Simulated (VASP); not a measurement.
TiSi2: single point with LDA

TiSi2:

```xyz
6
Lattice="0.0000 4.0528 4.2251 2.3636 0.0000 4.2251 2.3636 4.0528 0.0000" Properties=species:S:1:pos:R:3 pbc="T T T"
Ti    3.5454    6.0792    6.3376
Ti    2.3636    4.0528    4.2251
Si    1.1818    3.3560    2.1125
Si    1.1818    0.6968    2.1125
Si    2.3636    1.3296    4.2251
Si    2.3636    6.7760    4.2251
```

```
Program             : VASP 6.6.1
Task                : single point
Functional          : LDA
Potentials or basis : VASP PAW LDA potentials, release 64 (Ti_sv, Si)
Cutoff              : 520 eV
k mesh              : 7 × 7 × 7
Occupations         : fermi-dirac, width 0.05 eV
Spin                : no spin polarisation
```

The pressure is 0.3 GPa. The band gap on the k mesh is zero (band 20 reaches 11.23 eV, above the bottom of band 21 at 9.39 eV).

Stress tensor (GPa, compression positive):
```
0.24 0.00 0.00
0.00 0.20 0.00
0.00 0.00 0.31
```

Levels at points of the mesh, in eV from the Fermi level:
```csv
k point,band 18,band 19,band 20,band 21,band 22,band 23
"(0.00, 0.00, 0.00)",-1.96,-1.71,-1.32,-0.95,2.11,3.26
```

Wall time 99 s on 1 thread of Intel(R) Xeon(R) 6975P-C (Granite Rapids) (shared host), peak memory 0.26 GiB.
